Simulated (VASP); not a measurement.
# Ge (P6_3/mmc) in VASP: further runs, part 2 of 2

VASP 6.6.1. Earlier steps stand in the parts before.

## Step 4: Single point, PBE (23.87 Å³/atom, c/a of the conventional cell at fixed volume 3.0833)

INCAR

```
PREC = Accurate ; ENCUT = 520
EDIFF = 1E-6 ; ISMEAR = 0
SIGMA = 0.15 ; LREAL = F
LASPH = T ; NELM = 80
ALGO = Fast ; ISIF = 2
LWAVE = F ; LCHARG = F
GGA = PE ; NBANDS = 66
```

KPOINTS

```
regular mesh
0
Gamma
  15 15 4
```

POSCAR

```
Ge
1.0
    4.1505862568      0.0000000000      0.0000000000
   -2.0752931284      3.5945131389      0.0000000000
    0.0000000000      0.0000000000     12.7975026055
Ge
8
Direct
    0.0000000000      0.0000000000      0.4067747625
    0.0000000000      0.0000000000      0.5932252375
    0.0000000000      0.0000000000      0.9067747625
    0.0000000000      0.0000000000      0.0932252375
    0.3333333333      0.6666666667      0.3442031336
    0.6666666667      0.3333333333      0.6557968664
    0.6666666667      0.3333333333      0.8442031336
    0.3333333333      0.6666666667      0.1557968664
```

Command:

```bash
$ cat potpaw_PBE.64/Ge_d/POTCAR > POTCAR
$ mpirun -np 1 vasp_std > vasp.out
```

Run time: 18 min. Hardware: 1 thread of Oxide Virtual Turin-like, shared host; peak memory 0.71 GiB.

It converged, with:

```
Free energy            : -35.8351 eV
Pressure               : 0.4 GPa
Largest force          : 0.647 eV/Å
Band gap on the k mesh : zero (bands 56 and 57 overlap by 0.35 eV)
```

Forces in eV/Å, atoms in the order of the input:
```
Ge   0.000  0.000 -0.638
Ge   0.000  0.000  0.638
Ge   0.000  0.000 -0.638
Ge   0.000  0.000  0.638
Ge   0.000  0.000  0.647
Ge   0.000  0.000 -0.647
Ge   0.000  0.000  0.647
Ge   0.000  0.000 -0.647
```

Stress tensor (GPa, compression positive):
```
-3.01  0.00  0.00
 0.00 -3.01  0.00
 0.00  0.00  7.22
```

Levels at points of the mesh, in eV from the Fermi level:
| k point | band 52 | band 53 | band 54 | band 55 | band 56 | band 57 | band 58 | band 59 | band 60 | band 61 |
| --- | --- | --- | --- | --- | --- | --- | --- | --- | --- | --- |
| (0.00, 0.00, 0.00) | -0.92 | -0.92 | -0.53 | -0.39 | 0.00 | 0.09 | 0.12 | 0.12 | 0.47 | 2.14 |
| (0.00, 0.00, 0.50) | -1.44 | -0.32 | -0.32 | -0.30 | -0.30 | -0.30 | -0.30 | 0.84 | 0.84 | 2.61 |

Caveat: the cell differs from its parent crystal (c/a of the conventional cell at fixed volume 3.0833); the stress differs along the axes, from -3 to 7 GPa; semilocal functionals underestimate gaps, and a narrow one can read as zero.

## Step 5: Single point, PBE

INCAR

```
ALGO = Fast
EDIFF = 1E-6
ENCUT = 520
GGA = PE
ISIF = 2
ISMEAR = 0
LASPH = T
LCHARG = F
LREAL = F
LWAVE = F
NBANDS = 66
NELM = 60
PREC = Accurate
SIGMA = 0.15
```

KPOINTS

```
k-points
0
Gamma
  15 15 4
```

POSCAR

```
Ge
1.0
    4.1804466338      0.0000000000      0.0000000000
   -2.0902233169      3.6203729840      0.0000000000
    0.0000000000      0.0000000000     12.6153338067
Ge
8
Direct
    0.0000000000      0.0000000000      0.3983391607
    0.0000000000      0.0000000000      0.6016608393
    0.0000000000      0.0000000000      0.8983391607
    0.0000000000      0.0000000000      0.1016608393
    0.3333333333      0.6666666667      0.3442031336
    0.6666666667      0.3333333333      0.6557968664
    0.6666666667      0.3333333333      0.8442031336
    0.3333333333      0.6666666667      0.1557968664
```

Potentials or basis: VASP PAW PBE potentials, release 64 (Ge_d).

Command:

```bash
$ cat potpaw_PBE.64/Ge_d/POTCAR > POTCAR
$ mpirun -np 1 vasp_std > vasp.out
```

OUTCAR:

```text
EDIFF = 1E-6
   ENCUT = 520
   GGA = PE
   ISIF = 2
   ISMEAR = 0
   LASPH = T
   LREAL = F
   NELM = 60
   PREC = Accurate

 ion  position               nearest neighbor table
   1  0.000  0.000  0.398-   5 2.51   5 2.51   5 2.51   2 2.56
   2  0.000  0.000  0.602-   6 2.51   6 2.51   6 2.51   1 2.56
   3  0.000  0.000  0.898-   7 2.51   7 2.51   7 2.51   4 2.56
   4  0.000  0.000  0.102-   8 2.51   8 2.51   8 2.51   3 2.56
   5  0.333  0.667  0.344-   8 2.38   1 2.51   1 2.51   1 2.51
   6  0.667  0.333  0.656-   7 2.38   2 2.51   2 2.51   2 2.51
   7  0.667  0.333  0.844-   6 2.38   3 2.51   3 2.51   3 2.51
[... 1873 lines left out ...]
  Total       -2.9388343     -2.9388343      7.3883060     -0.0000000      0.0000000      0.0000000
  in kB      -24.6610148    -24.6610148     61.9984328     -0.0000000      0.0000000      0.0000000
  external PRESSURE =       4.2254678 kB  Pullay stress =       0.0000000 kB

 VOLUME and BASIS-vectors are now :
 -----------------------------------------------------------------------------
  energy-cutoff  :      520.00
  volume of cell :      190.93
      direct lattice vectors                 reciprocal lattice vectors
     4.180446634  0.000000000  0.000000000     0.239208890  0.138107317  0.000000000
    -2.090223317  3.620372984  0.000000000     0.000000000  0.276214634  0.000000000
     0.000000000  0.000000000 12.615333807     0.000000000  0.000000000  0.079268612

 POSITION                                       TOTAL-FORCE (eV/Angst)
 -----------------------------------------------------------------------------------
      0.00000      0.00000      5.02518         0.000000      0.000000      1.009450
      0.00000      0.00000      7.59015         0.000000      0.000000     -1.009450
      0.00000      0.00000     11.33285        -0.000000     -0.000000      1.009450
      0.00000      0.00000      1.28249        -0.000000      0.000000     -1.009450
     -0.00000      2.41358      4.34224        -0.000000      0.000000      0.733632
      2.09022      1.20679      8.27310         0.000000     -0.000000     -0.733632
      2.09022      1.20679     10.64990         0.000000     -0.000000      0.733632
     -0.00000      2.41358      1.96543        -0.000000      0.000000     -0.733632
 -----------------------------------------------------------------------------------
    total drift:                               -0.000000      0.000000     -0.000000

  FREE ENERGIE OF THE ION-ELECTRON SYSTEM (eV)
  ---------------------------------------------------
  free  energy   TOTEN  =       -35.5652363127 eV

  energy  without entropy=      -35.5579124216  energy(sigma->0) =      -35.56157437
```

stdout:

```text
POSCAR found type information on POSCAR Ge
 POSCAR found :  1 types and       8 ions
 scaLAPACK will be used
 LDA part: xc-table for (Slater+PW92), standard interpolation
 POSCAR, INCAR and KPOINTS ok, starting setup
 FFT: planning ... GRIDC
 FFT: planning ... GRID_SOFT
 FFT: planning ... GRID
 WAVECAR not read
 entering main loop
WARNING in EDDRMM: call to ZHEGV failed, returncode =   8  4     59
WARNING in EDDRMM: call to ZHEGV failed, returncode =   6  3     56
WARNING in EDDRMM: call to ZHEGV failed, returncode =   6  3     58
```

It took 20 min on 1 thread of Oxide Virtual Turin-like, shared host; peak memory 0.71 GiB.

Results:

```
Free energy            : -35.5652 eV
Pressure               : 0.4 GPa
Largest force          : 1.009 eV/Å
Band gap on the k mesh : zero (bands 56 and 57 overlap by 0.43 eV)
```

Forces on the atoms (eV/Å):
```
Ge   0.000  0.000  1.009
Ge   0.000  0.000 -1.009
Ge   0.000  0.000  1.009
Ge   0.000  0.000 -1.009
Ge   0.000  0.000  0.734
Ge   0.000  0.000 -0.734
Ge   0.000  0.000  0.734
Ge   0.000  0.000 -0.734
```

Levels at points of the mesh, in eV from the Fermi level:
| k point | band 52 | band 53 | band 54 | band 55 | band 56 | band 57 | band 58 | band 59 | band 60 | band 61 |
| --- | --- | --- | --- | --- | --- | --- | --- | --- | --- | --- |
| (0.00, 0.00, 0.00) | -1.00 | -0.79 | -0.79 | -0.37 | -0.31 | 0.01 | 0.01 | 0.30 | 0.63 | 2.28 |
| (0.00, 0.00, 0.50) | -1.52 | -0.70 | -0.70 | -0.35 | -0.35 | -0.35 | -0.35 | 0.86 | 0.86 | 2.62 |

Caveat: the cell differs from its parent crystal (atoms shifted along a free coordinate, c/a of the conventional cell at fixed volume 3.0177); the stress differs along the axes, from -2 to 6 GPa; semilocal functionals underestimate gaps, and a narrow one can read as zero; forces of over 1 eV/Å act on the atoms, so gaps and moduli don't describe the material at rest.

## Step 6: Single point, PBE

This run uses another cell than the first one, of the same volume but with other edges.

INCAR

```
PREC     = Accurate       # precision mode
ENCUT    = 520            # plane-wave cutoff, eV
EDIFF    = 1E-7           # SCF threshold, eV
ISMEAR   = 0              # smearing method
SIGMA    = 0.15           # smearing width, eV
LREAL    = F              # projectors in reciprocal space
LASPH    = T              # aspherical terms in the spheres
NELM     = 80             # most SCF steps
ALGO     = Fast           # electronic algorithm
ISIF     = 2              # what is computed and relaxed
LWAVE    = F              # write WAVECAR
LCHARG   = T              # write CHGCAR
GGA      = PE             # functional
LELF     = T              # ELF
LVHAR    = T            
NBANDS   = 66             # bands
```

KPOINTS

```
regular mesh
0
Gamma
  15 15 4
```

POSCAR

```
Ge
1.0
    4.0391102337      0.0000000000      0.0000000000
   -2.0195551169      3.4979720711      0.0000000000
    0.0000000000      0.0000000000     13.5136511089
Ge
8
Direct
    0.0000000000      0.0000000000      0.4095866298
    0.0000000000      0.0000000000      0.5904133702
    0.0000000000      0.0000000000      0.9095866298
    0.0000000000      0.0000000000      0.0904133702
    0.3333333333      0.6666666667      0.3442031336
    0.6666666667      0.3333333333      0.6557968664
    0.6666666667      0.3333333333      0.8442031336
    0.3333333333      0.6666666667      0.1557968664
```

Potentials or basis: VASP PAW PBE potentials, release 64 (Ge_d).

Command:

```bash
$ cat potpaw_PBE.64/Ge_d/POTCAR > POTCAR
$ mpirun -np 1 vasp_std > vasp.out
```

It took 41 min on 1 thread of Oxide Virtual Turin-like, shared host; peak memory 0.72 GiB.

Results (log left out):

```
Free energy            : -36.0366 eV
Pressure               : 0.0 GPa
Largest force          : 0.493 eV/Å
Band gap on the k mesh : zero (bands 56 and 57 overlap by 0.12 eV)
```

Forces in eV/Å, atoms in the order of the input:
```
Ge   0.000  0.000 -0.493
Ge   0.000  0.000  0.493
Ge   0.000  0.000 -0.493
Ge   0.000  0.000  0.493
Ge   0.000  0.000 -0.008
Ge   0.000  0.000  0.008
Ge   0.000  0.000 -0.008
Ge   0.000  0.000  0.008
```

Stress tensor (GPa, compression positive):
```
 0.43  0.00  0.00
 0.00  0.43  0.00
 0.00  0.00 -0.77
```

Levels at points of the mesh, in eV from the Fermi level:
```tsv
k point	band 52	band 53	band 54	band 55	band 56	band 57	band 58	band 59	band 60	band 61
(0.00, 0.00, 0.00)	-0.78	-0.78	-0.54	-0.36	0.06	0.06	0.09	0.54	0.77	2.36
(0.00, 0.00, 0.50)	-1.20	-0.26	-0.26	-0.26	-0.26	0.24	0.24	0.96	0.96	2.74
```

Caveat: the cell differs from its parent crystal (atoms shifted along a free coordinate, c/a of the conventional cell at fixed volume 3.3457); semilocal functionals underestimate gaps, and a narrow one can read as zero.

## Step 7: Overview

```tsv
cell	gap on the mesh (eV)	pressure (GPa)	largest force (eV/Å)
a = 4.151, b = 4.151, c = 12.798 Å, angles 90.0, 90.0, 120.0°, 8 atoms, atomic positions A	none	3.8	5.88
a = 4.093, b = 4.093, c = 13.158 Å, angles 90.0, 90.0, 120.0°, 8 atoms, atomic positions B	none	0.0	0.45
a = 4.151, b = 4.151, c = 12.798 Å, angles 90.0, 90.0, 120.0°, 8 atoms, atomic positions C	none	0.4	0.65
a = 4.180, b = 4.180, c = 12.615 Å, angles 90.0, 90.0, 120.0°, 8 atoms, atomic positions D	none	0.4	1.01
a = 4.039, b = 4.039, c = 13.514 Å, angles 90.0, 90.0, 120.0°, 8 atoms, atomic positions E	none	0.0	0.49
```

Alike in all rows: task single point; level PBE; potentials or basis VASP PAW PBE potentials, release 64 (Ge_d); no spin polarisation; k mesh 15 × 15 × 4; cutoff (eV) 520; smearing gaussian 0.15 eV.

Caveats: semilocal functionals underestimate gaps, and a narrow one can read as zero; forces of over 1 eV/Å act on the atoms, so gaps and moduli don't describe the material at rest (at least some runs); the stress differs along the axes, from -5 to 20 GPa (at least some runs); the stress differs along the axes, from -3 to 7 GPa (at least some runs); the stress differs along the axes, from -2 to 6 GPa (at least some runs).

Absolute energies hang on the potentials; compare differences alone.
